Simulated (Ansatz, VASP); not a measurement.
# One calculation of Au, two programs

```
Au
1.0
     0.00000    2.07906    2.07906
     2.07906    0.00000    2.07906
     2.07906    2.07906    0.00000
Au
1
Cartesian
  0.0000 0.0000 0.0000
```

Alike in both runs: task relaxation of cell and atoms; functional PBEsol; k mesh 18 × 18 × 18; occupations gaussian, width 0.1 eV; no spin polarisation.

|  | VASP | Ansatz |
| --- | --- | --- |
| version | VASP 6.6.1 | Ansatz 0.2.0 |
| potentials or method | VASP PAW PBE potentials, release 64 (Au), cutoff 600 eV | scalar-relativistic, plane waves, PAW |
| valence electrons in the cell | 11 | 19 |

```tsv
	VASP	Ansatz	Ansatz less VASP
gap on the k mesh at the Fermi level, each at its own relaxed structure (eV)	none	none	-
relaxed volume (Å³/atom)	17.01	17.03	+0.021
relaxed cell length with the largest relative difference (Å)	2.887	2.888	+0.0012
```

VASP's potentials were made for PBE, not for PBEsol. A gap of «none» marks a metal or a gap that the smearing closes. VASP's potentials hold 11 valence electrons a cell and Ansatz's 19, so a difference there can come from the potentials and not from the codes.

Spin-orbit coupling is off throughout.
